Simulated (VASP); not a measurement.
Here is a VASP 6.6.1 calculation.

Contents of INCAR:

```
SYSTEM = Ta2NbO2
  PREC = Accurate
  ENCUT = 520
  EDIFF = 1E-6
  ISMEAR = 0
  SIGMA = 0.1
  LREAL = .False.
  LASPH = .True.
  NELM = 60
  ALGO = Normal
  ISIF = 2
  LWAVE = .False.
  LCHARG = .False.
  GGA = PE
  NBANDS = 32
```

File KPOINTS:

```
Automatic mesh
0
Gamma
  6 6 6
  0 0 0
```

Contents of POSCAR:

```
Ta2NbO2
1.0
   -2.1238445851      2.1238445851      4.2019735898
    2.1238445851     -2.1238445851      4.2019735898
    2.1238445851      2.1238445851     -4.2019735898
Ta Nb O
2 1 2
Direct
    0.7500000000      0.2500000000      0.5000000000
    0.2500000000      0.7500000000      0.5000000000
    0.0000000000      0.0000000000      0.0000000000
    0.7415889993      0.7415889993      0.0000000000
    0.2584110007      0.2584110007      0.0000000000
```

Potentials or basis: VASP PAW PBE potentials, release 64 (Ta_pv, Nb_sv, O).

Run with:

```bash
$ cat potpaw_PBE.64/Ta_pv/POTCAR potpaw_PBE.64/Nb_sv/POTCAR potpaw_PBE.64/O/POTCAR > POTCAR
$ mpirun -np 1 vasp_std > vasp.out
```

(1) What does it give for the pressure?

(2) Estimate the largest force.

Answers

(1) 0.4 GPa.

(2) 0.007 eV/Å.

Caveat: an odd number of electrons without spin polarisation forces a metal; a magnetic or distorted state may lie lower.
